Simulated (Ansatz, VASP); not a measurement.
# One calculation of SnTe, two programs

```
CELL_PARAMETERS angstrom
4.24387 0.00000 0.00000
-2.12194 3.67530 0.00000
0.00000 0.00000 10.85050
ATOMIC_POSITIONS crystal
Sn 0.00000 0.00000 0.81118
Sn 0.00000 0.00000 0.18882
Te 0.33333 0.66667 0.65846
Te 0.66667 0.33333 0.34154
```

Change from the starting cell: species swapped into the SnP type (P-3m1, No. 164).

Alike in both runs: task relaxation of cell and atoms; functional PBE; k mesh 12 × 12 × 4; occupations gaussian, width 0.02 eV; no spin polarisation.

```csv
,VASP,Ansatz
version,VASP 6.6.1,Ansatz 0.2.0
potentials or method,"VASP PAW PBE potentials, release 64 (Sn_d, Te), cutoff 600 eV","scalar-relativistic, plane waves, PAW"
valence electrons in the cell,40,60
```

Ansatz gave:

| Item | Value |
| --- | --- |
| gap on the k mesh at the Fermi level, each at its own relaxed structure (eV) | 0.95 |
| relaxed volume (Å³/atom) | 45.78 |
| relaxed length of the cell vector where the two differ most in proportion (Å) | 4.202 |

Q: Estimate VASP's values.

A: gap on the k mesh at the Fermi level, each at its own relaxed structure (eV): 0.94; relaxed volume (Å³/atom): 45.70; relaxed length of the cell vector where the two differ most in proportion (Å): 4.198.

VASP's potentials hold 40 valence electrons a cell and Ansatz's 60, so a difference there can come from the potentials and not from the codes.

Spin-orbit coupling is off throughout.
